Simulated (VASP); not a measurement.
Write the native input for VASP 6.6.1 that does the following.

```
Task                   : single point
Functional             : r2SCAN
Potentials or basis    : VASP PAW PBE potentials, release 64 (Rh_sv_GW)
Cutoff                 : 580 eV
k mesh                 : 12 × 12 × 12
Occupations            : fermi-dirac, width 0.05 eV
Spin                   : no spin polarisation
Dipole correction      : no
Second run             : valence_matched
Further INCAR settings : ALGO = Normal; EDIFF = 1e-06; NBANDS = 14
```

Rh:

```
Rh
1.0
     0.00000    1.93507    1.93507
     1.93507    0.00000    1.93507
     1.93507    1.93507    0.00000
Rh
1
Direct
  0.00000 0.00000 0.00000
```

These files were run (other wordings do the same):

POSCAR

```
Rh
1.0
    0.0000000000      1.9350721950      1.9350721950
    1.9350721950      0.0000000000      1.9350721950
    1.9350721950      1.9350721950      0.0000000000
Rh
1
Direct
    0.0000000000      0.0000000000      0.0000000000
```

INCAR.step1

```
PREC = Accurate
ENCUT = 580
ISMEAR = -1
SIGMA = 0.05
LREAL = F
LASPH = T
NELM = 120
NBANDS = 14
GGA = PE
ALGO = Normal
EDIFF = 1E-5
LWAVE = T
LCHARG = F
GGA_COMPAT = F
```

INCAR.step2

```
PREC = Accurate
ENCUT = 580
EDIFF = 1E-6
ISMEAR = -1
SIGMA = 0.05
LREAL = F
LASPH = T
NELM = 120
ALGO = Normal
ISIF = 2
LWAVE = F
LCHARG = T
METAGGA = R2SCAN
LMIXTAU = T
LELF = T
LVHAR = T
NBANDS = 14
ISTART = 1
GGA_COMPAT = F
```

KPOINTS

```
Automatic mesh
0
Gamma
  12 12 12
```

Potentials or basis: VASP PAW PBE potentials, release 64 (Rh_sv_GW).

Command:

```console
$ cat potpaw_PBE.64/Rh_sv_GW/POTCAR > POTCAR
$ cp INCAR.step1 INCAR
$ mpirun -np 1 vasp_std > vasp.out
$ cp INCAR.step2 INCAR
$ mpirun -np 1 vasp_std > vasp.out
```

It gave:

The pressure is -15.0 GPa.

Caveat: the PAW data sets were made with another functional, which shifts forces and pressure a little.

Run time: 64 s on 1 thread of Intel(R) Xeon(R) Platinum 8259CL CPU @ 2.50GHz (Skylake/Cascade Lake) (shared host), peak memory 0.16 GiB.
